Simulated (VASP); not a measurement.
# Al: single point with PBE

Al:

```
Al
1.0
    -1.39932    1.39952    1.97942
     1.39932   -1.39952    1.97942
     1.39932    1.39952   -1.97942
Al
1
Cartesian
  0.0000 0.0000 1.9794
```

```json
{"Program": "VASP 6.6.1", "Task": "single point", "Functional": "PBE", "Potentials or basis": "VASP PAW PBE potentials, release 64 (Al)", "Cutoff": "520 eV", "k mesh": "26 × 26 × 26", "Occupations": "gaussian, width 0.1 eV", "Spin": "no spin polarisation"}
```

```
Pressure               : 5.5 GPa
Band gap on the k mesh : zero (an odd number of electrons rules out a gap without spin polarisation)
```

Levels at points of the mesh, in eV from the Fermi level:
| k point | band 1 | band 2 | band 3 | band 4 |
| --- | --- | --- | --- | --- |
| (0.00, 0.00, 0.00) | -11.59 | 12.95 | 12.95 | 12.96 |
| (0.50, 0.00, 0.00) | -4.86 | -4.48 | 11.73 | 11.74 |
| (0.00, 0.50, 0.00) | -4.86 | -4.48 | 11.73 | 11.74 |
| (0.50, 0.50, 0.00) | -3.09 | -1.63 | 5.26 | 5.88 |
| (0.50, 0.50, 0.50) | -3.09 | -1.64 | 5.26 | 5.88 |

Wall time 88 s on 1 thread of Intel(R) Xeon(R) 6975P-C (Granite Rapids) (shared host), peak memory 0.38 GiB.

Caveat: the cell stands under pressure.
